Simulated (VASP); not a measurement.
The system is As.

```xyz
4
Lattice="3.3059 0.0000 0.0000 -1.6529 2.8630 0.0000 0.0000 0.0000 9.0038" Properties=species:S:1:pos:R:3 pbc="T T T"
As    0.0000    0.0000    2.2510
As    0.0000    0.0000    6.7529
As    0.0000    1.9087    6.7529
As    1.6529    0.9543    2.2510
```

| Item | Value |
| --- | --- |
| Program | VASP 6.6.1 |
| Task | relaxation of cell and atoms |
| Functional | PBEsol |
| Potentials or basis | VASP PAW PBE potentials, release 64 (As) |
| Cutoff | 600 eV |
| k mesh | 6 × 6 × 2 |
| Occupations | gaussian, width 0.1 eV |
| Spin | no spin polarisation |

At the start: pressure 100.8 GPa; volume 21.30 Å³/atom.

**Question.** How do energy, volume and symmetry change on relaxing?

**Answer.** Over 22 steps the energy falls by 4372.0 meV/atom and the volume is 23.58 Å³/atom (+10.7 %); space group P6_3/mmc (No. 194, to 0.05 Å).

The path:
```
step  energy change (eV)  largest force (eV/Å)  pressure (GPa)  volume (Å³)
   1              0.0000                0.0000          100.76        85.22
   2             -6.1625                0.0000           -4.86       328.84
   3             -8.2438                0.0000           -6.14       284.68
   4            -10.5853                0.0000           -7.40       245.63
   5            -16.2483                0.0000           -2.51       155.21
   6            -16.2217                0.0000            2.40       139.00
   7            -16.3300                0.0000           -0.46       147.67
   8            -16.3283                0.0000           -0.05       146.26
   9            -16.3404                0.0000           -0.10       144.67
  10            -16.3861                0.0000           -0.28       139.89
  11            -16.5238                0.0000           -0.73       130.31
  12            -16.9778                0.0000           -1.50       111.14
  13            -15.3178                0.0000           22.24        72.69
  14            -17.1588                0.0000           -1.55       104.86
  15            -17.4172                0.0000            2.33        88.79
  16            -17.4564                0.0000           -0.09        96.37
  17            -17.4843                0.0000            0.69        93.63
  18            -17.4837                0.0000            0.91        92.58
  19            -17.2227                0.0000           -5.01       101.00
  20            -17.4862                0.0000            0.28        93.29
  21            -17.4810                0.0000           -0.58        96.19
  22            -17.4881                0.0000           -0.01        94.31
```

Final structure:
```
As
1.0
     4.36615    0.00000    0.00000
    -2.18307    3.78120    0.00000
     0.00000    0.00000    5.71230
As
4
Direct
  0.00000 0.00000 0.25000
  0.00000 0.00000 0.75000
  0.33333 0.66667 0.75000
  0.66667 0.33333 0.25000
```

Caveat: the k points lie up to 0.55 Å⁻¹ apart in the final cell; the PAW data sets were made with another functional, which shifts forces and pressure a little; this functional lacks dispersion, which binds the layers, so the pressure and a relaxed spacing across them are unreliable.
